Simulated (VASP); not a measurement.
# MoS2 (P6_3/mmc) in VASP: a series of runs

Runs on MoS2. Level: PBEsol. Tasks: single point.

Everything below comes from runs of VASP 6.6.1. Logs are shortened: lines on timing, memory, paths and dates and some standing lists are left out, and cuts for length are marked.

**1. The cell of the first run**

The structure is hexagonal, space group P6_3/mmc (No. 194). Conventional cell: a = 3.230 Å, b = 3.230 Å, c = 12.462 Å, α = 90.00°, β = 90.00°, γ = 120.00°. Mo (site symmetry -6m2) has 6 S at 2.42 Å and 6 Mo at 3.23 Å within 3.3 Å. S (site symmetry 3m) has 3 Mo at 2.42 Å and 7 S at 3.09 to 3.23 Å within 3.3 Å.

**2. Single point, PBEsol (18.77 Å³/atom)**

Contents of INCAR:

```
ALGO = Normal
EDIFF = 1E-7
ENCUT = 520
GGA = PS
ISIF = 2
ISMEAR = 1
LASPH = T
LCHARG = F
LREAL = F
LWAVE = F
NBANDS = 35
NELM = 80
PREC = Accurate
SIGMA = 0.105
```

Contents of KPOINTS:

```
k-points
0
Gamma
  12 12 4
```

Contents of POSCAR:

```
MoS2
1.0
    3.2300574392      0.0000000000      0.0000000000
   -1.6150287196      2.7973117980      0.0000000000
    0.0000000000      0.0000000000     12.4622076118
Mo S
2 4
Direct
    0.3333333333      0.6666666667      0.2500000000
    0.6666666667      0.3333333333      0.7500000000
    0.3333333333      0.6666666667      0.6259932117
    0.6666666667      0.3333333333      0.1259932117
    0.3333333333      0.6666666667      0.8740067883
    0.6666666667      0.3333333333      0.3740067883
```

Potentials or basis: VASP PAW PBE potentials, release 64 (Mo_sv, S).

The run is started by

```
$ cat potpaw_PBE.64/Mo_sv/POTCAR potpaw_PBE.64/S/POTCAR > POTCAR
$ mpirun -np 1 vasp_std > vasp.out
```

OUTCAR:

```text
EDIFF = 1E-7
   ENCUT = 520
   GGA = PS
   ISIF = 2
   ISMEAR = 1
   LASPH = T
   LREAL = F
   NELM = 80
   PREC = Accurate

 ion  position               nearest neighbor table
   1  0.333  0.667  0.250-   4 2.42   6 2.42   4 2.42   6 2.42   4 2.42   6 2.42
   2  0.667  0.333  0.750-   3 2.42   5 2.42   3 2.42   5 2.42   3 2.42   5 2.42
   3  0.333  0.667  0.626-   2 2.42   2 2.42   2 2.42
   4  0.667  0.333  0.126-   1 2.42   1 2.42   1 2.42
   5  0.333  0.667  0.874-   2 2.42   2 2.42   2 2.42
   6  0.667  0.333  0.374-   1 2.42   1 2.42   1 2.42

  LATTYP: Found a hexagonal cell.
 ALAT       =     3.2300574392
 C/A-ratio  =     3.8582000000

  Lattice vectors:

 A1 = (   3.2300574392,   0.0000000000,   0.0000000000)
 A2 = (  -1.6150287196,   2.7973117980,   0.0000000000)
 A3 = (   0.0000000000,   0.0000000000,  12.4622076118)

Analysis of symmetry for initial positions (statically):
=====================================================================
 Subroutine PRICEL returns:
 Original cell was already a primitive cell.

 Routine SETGRP: Setting up the symmetry group for a
 hexagonal supercell.

 Subroutine GETGRP returns: Found 24 space group operations
 (whereof 12 operations were pure point group operations)
 out of a pool of 24 trial point group operations.

The static configuration has the point symmetry D_3d.
 The point group associated with its full space group is D_6h.

Analysis of symmetry for dynamics (positions and initial velocities):
=====================================================================
 Subroutine PRICEL returns:
 Original cell was already a primitive cell.

 Routine SETGRP: Setting up the symmetry group for a
 hexagonal supercell.

 Subroutine GETGRP returns: Found 24 space group operations
 (whereof 12 operations were pure point group operations)
 out of a pool of 24 trial point group operations.

The dynamic configuration has the point symmetry D_3d.
 The point group associated with its full space group is D_6h.

 Subroutine INISYM returns: Found 24 space group operations
 (whereof 12 operations are pure point group operations),
 and found     1 'primitive' translations

----------------------------------------------------------------------------------------

                                     Primitive cell

  volume of cell :     112.6020

  direct lattice vectors                    reciprocal lattice vectors
     3.230057439  0.000000000  0.000000000     0.309592018  0.178743035  0.000000000
    -1.615028720  2.797311798  0.000000000     0.000000000  0.357486070  0.000000000
     0.000000000  0.000000000 12.462207612     0.000000000  0.000000000  0.080242605

  length of vectors
     3.230057439  3.230057439 12.462207612     0.357486070  0.357486070  0.080242605

  position of ions in fractional coordinates (direct lattice)
     0.333333333  0.666666667  0.250000000
     0.666666667  0.333333333  0.750000000
     0.333333333  0.666666667  0.625993212
     0.666666667  0.333333333  0.125993212
     0.333333333  0.666666667  0.874006788
     0.666666667  0.333333333  0.374006788

  ion indices of the primitive-cell ions
   primitive index   ion index
                 1           1
                 2           2
                 3           3
                 4           4
                 5           5
                 6           6

----------------------------------------------------------------------------------------

 KPOINTS: k-points

Automatic generation of k-mesh.
 Grid dimensions read from file:
 generate k-points for:   12   12    4

 Generating k-lattice:

  Cartesian coordinates                     Fractional coordinates (reciprocal lattice)
     0.025799335  0.014895253  0.000000000     0.083333333  0.000000000  0.000000000
     0.000000000  0.029790506  0.000000000     0.000000000  0.083333333  0.000000000
     0.000000000  0.000000000  0.020060651     0.000000000  0.000000000  0.250000000

  Length of vectors
     0.029790506  0.029790506  0.020060651

  Shift w.r.t. Gamma in fractional coordinates (k-lattice)
     0.000000000  0.000000000  0.000000000

 Subroutine IBZKPT returns following result:
 ===========================================

 Found     57 irreducible k-points:

 Following reciprocal coordinates:
            Coordinates               Weight
  0.000000  0.000000  0.000000      1.000000
  0.083333 -0.000000  0.000000      6.000000
  0.166667 -0.000000  0.000000      6.000000
  0.250000 -0.000000  0.000000      6.000000
  0.333333 -0.000000  0.000000      6.000000
  0.416667 -0.000000  0.000000      6.000000
[... 16 lines left out ...]
  0.250000 -0.000000  0.250000     12.000000
  0.333333 -0.000000  0.250000     12.000000
 [... further k-points ...]
   k-points           NKPTS =     57   k-points in BZ     NKDIM =     57   number of bands    NBANDS=     35
   number of dos      NEDOS =    301   number of ions     NIONS =      6
   total plane-waves  NPLWV =  55296
   dimension x,y,z NGX =    24 NGY =   24 NGZ =   96
   dimension x,y,z NGXF=    48 NGYF=   48 NGZF=  192
   ions per type =               2   4
   NGX,Y,Z   is equivalent  to a cutoff of  12.35, 12.35, 12.81 a.u.
   NGXF,Y,Z  is equivalent  to a cutoff of  24.70, 24.70, 25.61 a.u.
 SYSTEM =  unknown system
   PREC   = accura    normal or accurate (medium, high low for compatibility)
   ISTART =      0    job   : 0-new  1-cont  2-samecut
   ICHARG =      2    charge: 1-file 2-atom 10-const
   ISPIN  =      1    spin polarized calculation?
   LNONCOLLINEAR =      F non collinear calculations
   LSORBIT =      F    spin-orbit coupling
   LASPH  =      T    aspherical Exc in radial PAW
   ENCUT  =  520.0 eV  38.22 Ry    6.18 a.u.   6.01  6.01 23.17*2*pi/ulx,y,z
   NELM   =     80;   NELMIN=  2; NELMDL= -5     # of ELM steps
   EDIFF  = 0.1E-06   stopping-criterion for ELM
   LREAL  =      F    real-space projection
   EDIFFG = 0.1E-05   stopping-criterion for IOM
   NSW    =      0    number of steps for IOM
   IBRION =     -1    ionic relax: 0-MD 1-quasi-New 2-CG
   NFREE  =      0    steps in history (QN), initial steepest desc. (CG)
   ISIF   =      2    stress and relaxation
   ISYM   =      2    0-nonsym 1-usesym 2-fastsym
   POTIM  = 0.5000    time-step for ionic-motion
   TEBEG  =    0.0;   TEEND  =   0.0 temperature during run
   PSTRESS=    0.0 pullay stress
   NELECT =      52.0000    total number of electrons
   NUPDOWN=      -1.0000    fix difference up-down
   EMIN   =  10.00;   EMAX   =-10.00  energy-range for DOS
   EFERMI =   0.00;   METHOD = LEGACY
   ISMEAR =     1;   SIGMA  =   0.10  broadening in eV -4-tet -1-fermi 0-gaus
   EFERMI_NEDOS =   21; number of points for ismear=-14 and -15
   IALGO  =     38    algorithm
   IMIX   =      4    mixing-type and parameters
     AMIX     =   0.40;   BMIX     =  1.00
     AMIX_MAG =   1.60;   BMIX_MAG =  1.00
  volume/ion in A,a.u.               =      18.77       126.65
  Fermi-wavevector in a.u.,A,eV,Ry     =   1.265398  2.391256 21.786095  1.601233
  Thomas-Fermi vector in A             =   2.398654
   LORBIT       =      0    0 simple, 1 ext, 2 COOP (PROOUT), +10 PAW based schemes
   GGA     = PS    functional components
   LHFCALC =     F    Hartree Fock is set to
   AEXX    =    0.0000 exact exchange contribution
   IVDW    =     0    specifies the selected vdW correction
   LEPSILON=     F    determine dielectric tensor
   LRPA    =     F    only Hartree local field effects (RPA)
 non-spin polarized calculation
 Methfessel and Paxton  Order N= 1 SIGMA  =   0.10
  energy-cutoff  :      520.00
  volume of cell :      112.60
 maximum number of plane-waves:      3084
   NGX = 13   NGY = 13   NGZ = 47

 number of electron      52.0000000 magnetization

 Free energy of the ion-electron system (eV)
  ---------------------------------------------------
  ext. energy  EPLUGINS =         0.00000000
  ---------------------------------------------------
  free energy    TOTEN  =       -46.75869550 eV

  energy without entropy =      -46.75873751  energy(sigma->0) =      -46.75870951

 E-fermi :   6.9488     XC(G=0): -10.7084

 val. band max:        6.8845281704   @ k =   0.0000   0.0000   0.0000
 cond. band min:       7.6133941167   @ k =   0.3333   0.3333   0.0000
 fundamental gap:      0.7288659462
 Fermi energy:         6.9487880392

 k-point     1 :       0.0000    0.0000    0.0000
  band No.  band energies     occupation
      1     -54.6611      2.00000
      2     -54.6611      2.00000
      3     -28.8078      2.00000
      4     -28.8078      2.00000
      5     -28.6482      2.00000
      6     -28.6482      2.00000
[... 27 lines left out ...]
     34       9.1650      0.00000
     35      11.9209      0.00000

 k-point     2 :       0.0833   -0.0000    0.0000
  band No.  band energies     occupation
      1     -54.6591      2.00000
      2     -54.6591      2.00000
      3     -28.8035      2.00000
      4     -28.8034      2.00000
      5     -28.6705      2.00000
      6     -28.6705      2.00000
[... 27 lines left out ...]
     34       9.0605      0.00000
     35      12.4016      0.00000

 k-point     3 :       0.1667   -0.0000    0.0000
  band No.  band energies     occupation
      1     -54.6534      2.00000
      2     -54.6534      2.00000
      3     -28.7917      2.00000
      4     -28.7917      2.00000
      5     -28.7310      2.00000
      6     -28.7310      2.00000
[... 27 lines left out ...]
     34       9.4360      0.00000
     35      13.3982      0.00000
[... 723 lines left out ...]
 k-point    23 :       0.2500   -0.0000    0.2500
  band No.  band energies     occupation
      1     -54.6456      2.00000
      2     -54.6456      2.00000
      3     -28.8126      2.00000
      4     -28.8126      2.00000
      5     -28.7756      2.00000
      6     -28.7755      2.00000
[... 27 lines left out ...]
     34       9.8865      0.00000
     35      13.9724      0.00000

 k-point    24 :       0.3333   -0.0000    0.2500
  band No.  band energies     occupation
      1     -54.6378      2.00000
      2     -54.6378      2.00000
      3     -28.8932      2.00000
      4     -28.8932      2.00000
      5     -28.7594      2.00000
      6     -28.7594      2.00000
[... 27 lines left out ...]
     34      10.2417      0.00000
     35      13.3128      0.00000

 [... further k-points ...]
[... 5 lines left out ...]
  --------------------------------------------------------------------------------------
  -------------------------------------------------------------------------------------
  Total       -5.5595620     -5.5595620     -1.8152266      0.0000000      0.0000000      0.0000000
  in kB      -79.1052047    -79.1052047    -25.8282707      0.0000000      0.0000000      0.0000000
  external PRESSURE =     -61.3462267 kB  Pullay stress =       0.0000000 kB

 VOLUME and BASIS-vectors are now :
 -----------------------------------------------------------------------------
  energy-cutoff  :      520.00
  volume of cell :      112.60
      direct lattice vectors                 reciprocal lattice vectors
     3.230057439  0.000000000  0.000000000     0.309592018  0.178743035  0.000000000
    -1.615028720  2.797311798  0.000000000     0.000000000  0.357486070  0.000000000
     0.000000000  0.000000000 12.462207612     0.000000000  0.000000000  0.080242605

 POSITION                                       TOTAL-FORCE (eV/Angst)
 -----------------------------------------------------------------------------------
     -0.00000      1.86487      3.11555        -0.000000     -0.000000     -0.000000
      1.61503      0.93244      9.34666         0.000000      0.000000     -0.000000
     -0.00000      1.86487      7.80126         0.000000     -0.000000      0.291639
      1.61503      0.93244      1.57015        -0.000000      0.000000      0.291639
     -0.00000      1.86487     10.89205         0.000000     -0.000000     -0.291639
      1.61503      0.93244      4.66095        -0.000000      0.000000     -0.291639
 -----------------------------------------------------------------------------------
    total drift:                                0.000000     -0.000000      0.000000

  FREE ENERGIE OF THE ION-ELECTRON SYSTEM (eV)
  ---------------------------------------------------
  free  energy   TOTEN  =       -46.7586955049 eV

  energy  without entropy=      -46.7587375063  energy(sigma->0) =      -46.75870951
```

Wall time 3.5 min (1 thread of Intel Xeon 8259CL, shared host); peak memory 0.34 GiB.

Results:

```
Free energy            : -46.7587 eV
Pressure               : -6.1 GPa
Largest force          : 0.292 eV/Å
Band gap on the k mesh : 0.73 eV (least direct gap 1.47 eV)
```

Forces in eV/Å, atoms in the order of the input:
```
Mo   0.000  0.000  0.000
Mo   0.000  0.000  0.000
S    0.000  0.000  0.292
S    0.000  0.000  0.292
S    0.000  0.000 -0.292
S    0.000  0.000 -0.292
```

Stress tensor (GPa, compression positive):
```
-7.91  0.00  0.00
 0.00 -7.91  0.00
 0.00  0.00 -2.58
```

Levels at points of the mesh, in eV from the valence-band top:
```tsv
k point	band 24	band 25	band 26	band 27	band 28	band 29
(0.00, 0.00, 0.00)	-1.19	-0.99	0.00	1.90	1.90	1.92
(0.50, 0.00, 0.00)	-1.76	-1.45	-1.31	1.32	1.36	1.77
(0.00, 0.00, 0.50)	-2.35	-0.24	-0.24	1.90	1.90	1.90
(0.50, 0.00, 0.50)	-1.84	-1.37	-1.37	1.34	1.34	1.86
```

Caveat: the stress differs along the axes, from -8 to -3 GPa; the PAW data sets were made with another functional, which shifts forces and pressure a little; this functional lacks dispersion, which binds layers or chains, so the pressure and a relaxed spacing across them are unreliable. A k mesh can miss the band edges.

**3. Single point, PBEsol (18.77 Å³/atom)**

Contents of INCAR:

```
SYSTEM = MoS2
PREC = Accurate
ENCUT = 520
EDIFF = 1E-6
ISMEAR = 1
SIGMA = 0.147
LREAL = .FALSE.
LASPH = .TRUE.
NELM = 60
ALGO = Normal
ISIF = 2
LWAVE = .FALSE.
LCHARG = .TRUE.
GGA = PS
LELF = .TRUE.
LVHAR = .TRUE.
NBANDS = 35
```

Contents of KPOINTS:

```
regular mesh
0
G
  12 12 4
  0 0 0
```

POSCAR, as its differences from that of step 2:

```diff
@@ -2,5 +2,5 @@
 1.0
-    3.2300574392      0.0000000000      0.0000000000
-   -1.6150287196      2.7973117980      0.0000000000
-    0.0000000000      0.0000000000     12.4622076118
+    3.0770603642      0.0000000000      0.0000000000
+   -1.5385301821      2.6648124443      0.0000000000
+    0.0000000000      0.0000000000     13.7323049932
 Mo S
```

Potentials or basis: VASP PAW PBE potentials, release 64 (Mo_sv, S).

The run is started by

```
$ cat potpaw_PBE.64/Mo_sv/POTCAR potpaw_PBE.64/S/POTCAR > POTCAR
$ mpirun -np 1 vasp_std > vasp.out
```

Wall time 3.8 min (1 thread of Intel Xeon 8259CL, shared host); peak memory 0.34 GiB.

The run converged. Its results:

| Property | Result |
| --- | --- |
| Free energy | -46.2951 eV |
| Pressure | -7.2 GPa |
| Largest force | 1.994 eV/Å |
| Band gap on the k mesh | 1.01 eV (least direct gap 1.75 eV) |

Forces in eV/Å, atoms in the order of the input:
```
Mo   0.000  0.000  0.000
Mo   0.000  0.000  0.000
S    0.000  0.000  1.994
S    0.000  0.000  1.994
S    0.000  0.000 -1.994
S    0.000  0.000 -1.994
```

Stress tensor (GPa, compression positive):
```
 -0.73   0.00   0.00
  0.00  -0.73   0.00
  0.00   0.00 -19.99
```

Levels at points of the mesh, in eV from the valence-band top:
```csv
k point,band 22,band 23,band 24,band 25,band 26,band 27,band 28,band 29,band 30,band 31
"(0.00, 0.00, 0.00)",-0.87,-0.87,-0.86,-0.86,-0.41,2.80,2.80,2.86,2.86,2.87
"(0.50, 0.00, 0.00)",-2.44,-0.91,-0.88,-0.56,-0.47,2.57,2.63,2.64,2.86,3.19
"(0.00, 0.00, 0.50)",-0.86,-0.86,-0.86,-0.67,-0.67,2.82,2.82,2.82,2.82,2.88
"(0.50, 0.00, 0.50)",-2.50,-0.89,-0.89,-0.51,-0.51,2.64,2.64,2.71,2.71,3.49
```

Caveat: the stress differs along the axes, from -20 to -1 GPa; the PAW data sets were made with another functional, which shifts forces and pressure a little; this functional lacks dispersion, which binds layers or chains, so the pressure and a relaxed spacing across them are unreliable.
